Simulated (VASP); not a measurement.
# PbO (P4/nmm) in VASP: a series of runs, part 2 of 2

VASP 6.6.1.

## Step 4: Electric field gradients, LDA (volume scaled by 0.94)

Input file INCAR:

```
SYSTEM = PbO
ALGO = Normal
EDIFF = 1E-8
ENCUT = 520
ISIF = 2
ISMEAR = -1
LASPH = .True.
LCHARG = .False.
LEFG = .True.
LREAL = .False.
LWAVE = .False.
NBANDS = 28
NELM = 80
PREC = Accurate
SIGMA = 0.03
```

Input file KPOINTS:

```
k-points
0
Gamma
  7 7 6
  0 0 0
```

Input file POSCAR:

```
PbO
1.0
    3.8932670305      0.0000000000      0.0000000000
    0.0000000000      3.8932670305      0.0000000000
    0.0000000000      0.0000000000      4.9194814380
Pb O
2 2
Direct
    0.0000000000      0.5000000000      0.2351000000
    0.5000000000      0.0000000000      0.7649000000
    0.0000000000      0.0000000000      0.0000000000
    0.5000000000      0.5000000000      0.0000000000
```

Potentials or basis: VASP PAW LDA potentials, release 64 (Pb_d, O).

Started as:

```bash
$ cat potpaw_LDA.64/Pb_d/POTCAR potpaw_LDA.64/O/POTCAR > POTCAR
$ mpirun -np 1 vasp_std > vasp.out
```

OUTCAR:

```text
SYSTEM = PbO
   EDIFF = 1E-8
   ENCUT = 520
   ISIF = 2
   ISMEAR = -1
   LASPH = .True.
   LREAL = .False.
   NELM = 80
   PREC = Accurate

 ion  position               nearest neighbor table
   1  0.000  0.500  0.235-   3 2.26   4 2.26   3 2.26   4 2.26   2 3.60   2 3.60   2 3.60   2 3.60
                             2 3.79   2 3.79   2 3.79   2 3.79
   2  0.500  0.000  0.765-   3 2.26   4 2.26   4 2.26   3 2.26   1 3.60   1 3.60   1 3.60   1 3.60
                             1 3.79   1 3.79   1 3.79   1 3.79
   3  0.000  0.000  0.000-   1 2.26   2 2.26   1 2.26   2 2.26
   4  0.500  0.500  0.000-   1 2.26   2 2.26   2 2.26   1 2.26

  LATTYP: Found a simple tetragonal cell.
 ALAT       =     3.8932670305
 C/A-ratio  =     1.2635869565

  Lattice vectors:

 A1 = (   3.8932670305,   0.0000000000,   0.0000000000)
 A2 = (   0.0000000000,   3.8932670305,   0.0000000000)
 A3 = (   0.0000000000,   0.0000000000,   4.9194814380)

Analysis of symmetry for initial positions (statically):
=====================================================================
 Subroutine PRICEL returns:
 Original cell was already a primitive cell.

 Routine SETGRP: Setting up the symmetry group for a
[... 950 lines left out ...]
      0.00000      0.00000      0.00000        -0.000000     -0.000000     -0.000000
      1.94663      1.94663      0.00000        -0.000000      0.000000     -0.000000
 -----------------------------------------------------------------------------------
    total drift:                                0.000000      0.000000     -0.000000

  FREE ENERGIE OF THE ION-ELECTRON SYSTEM (eV)
  ---------------------------------------------------
  free  energy   TOTEN  =       -24.3538456547 eV

  energy  without entropy=      -24.3538456547  energy(sigma->0) =      -24.35384565

 Electric field gradients (V/A^2)
---------------------------------------------------------------------
 ion       V_xx      V_yy      V_zz      V_xy      V_xz      V_yz
---------------------------------------------------------------------
   1     123.403   123.403  -246.806     0.000     0.000    -0.000
   2     123.403   123.403  -246.806     0.000     0.000     0.000
   3       1.694     1.694    -3.389     0.000     0.000     0.000
   4       1.694     1.694    -3.389    -0.000     0.000     0.000
---------------------------------------------------------------------

 Electric field gradients after diagonalization (V/A^2)
 (convention: |V_zz| > |V_xx| > |V_yy|)
----------------------------------------------------------------------
 ion       V_xx      V_yy      V_zz     asymmetry (V_yy - V_xx)/ V_zz
----------------------------------------------------------------------
   1     123.403   123.403  -246.806       0.000
   2     123.403   123.403  -246.806       0.000
   3       1.694     1.694    -3.389       0.000
   4       1.694     1.694    -3.389       0.000
----------------------------------------------------------------------

           NMR quadrupolar parameters

 Cq : quadrupolar parameter    Cq=e*Q*V_zz/h
 eta: asymmetry parameters     (V_yy - V_xx)/ V_zz
 Q  : nuclear electric quadrupole moment in mb (millibarn)
----------------------------------------------------------------------
 ion       Cq(MHz)       eta       Q (mb)
----------------------------------------------------------------------
   1      -0.597       0.000       1.000
   2      -0.597       0.000       1.000
   3      -0.008       0.000       1.000
   4      -0.008       0.000       1.000
----------------------------------------------------------------------
```

OSZICAR:

```text
N       E                     dE             d eps       ncg     rms          rms(c)
DAV:   1     0.464361666667E+03    0.46436E+03   -0.19713E+04  2240   0.174E+03
DAV:   2     0.315714078686E+02   -0.43279E+03   -0.41487E+03  2284   0.455E+02
DAV:   3    -0.262392802813E+02   -0.57811E+02   -0.56472E+02  2860   0.182E+02
DAV:   4    -0.285786575160E+02   -0.23394E+01   -0.23315E+01  2620   0.390E+01
DAV:   5    -0.286488155231E+02   -0.70158E-01   -0.70151E-01  2572   0.718E+00    0.119E+01
DAV:   6    -0.245554560927E+02    0.40934E+01   -0.21654E+01  3332   0.404E+01    0.483E+00
DAV:   7    -0.244164160418E+02    0.13904E+00   -0.24802E+00  2752   0.113E+01    0.237E+00
DAV:   8    -0.243688397115E+02    0.47576E-01   -0.51419E-01  2852   0.476E+00    0.824E-01
DAV:   9    -0.243532026895E+02    0.15637E-01   -0.65474E-02  3520   0.232E+00    0.189E-01
DAV:  10    -0.243540691922E+02   -0.86650E-03   -0.95054E-03  2708   0.651E-01    0.870E-02
DAV:  11    -0.243538654675E+02    0.20372E-03   -0.14267E-03  3840   0.320E-01    0.410E-02
DAV:  12    -0.243538621137E+02    0.33538E-05   -0.12941E-04  2468   0.805E-02    0.360E-02
DAV:  13    -0.243538459010E+02    0.16213E-04   -0.57929E-05  3384   0.651E-02    0.689E-03
DAV:  14    -0.243538461511E+02   -0.25010E-06   -0.73847E-06  3108   0.249E-02    0.430E-03
DAV:  15    -0.243538456448E+02    0.50631E-06   -0.20546E-06  3808   0.165E-02    0.102E-03
DAV:  16    -0.243538456566E+02   -0.11856E-07   -0.22116E-07  2544   0.311E-03    0.486E-04
DAV:  17    -0.243538456547E+02    0.19227E-08   -0.25219E-08  1896   0.151E-03
   1 F= -.24353846E+02 E0= -.24353846E+02  d E =-.311989E-10
```

Wall time 71 s (1 thread of Intel Xeon Platinum 8488C (Sapphire Rapids), shared host); peak memory 0.19 GiB.

What came out:

```yaml
Free_energy: -24.3538 eV
Pressure: 4.3 GPa
Largest_force: 0.826 eV/Å
Band_gap_on_the_k_mesh: 1.35 eV, indirect (least direct gap 2.30 eV)
```

Forces on the atoms (eV/Å):
```
Pb   0.000  0.000  0.826
Pb   0.000  0.000 -0.826
O    0.000  0.000  0.000
O    0.000  0.000  0.000
```

Stress tensor (GPa, compression positive):
```
4.54 0.00 0.00
0.00 4.54 0.00
0.00 0.00 3.89
```

Electric field gradients, principal values (V/Å²):
```tsv
atom	least	middle	greatest (by size)
1 Pb	123.403	123.403	-246.806
2 Pb	123.403	123.403	-246.806
3 O	1.694	1.694	-3.389
4 O	1.694	1.694	-3.389
```

Caveat: without QUAD_EFG the Cq values of the log hold for a quadrupole moment of 1 mb, not for the nuclei; spin-orbit coupling is left out, which moves the levels of the heavy elements. A k mesh can miss the band edges.
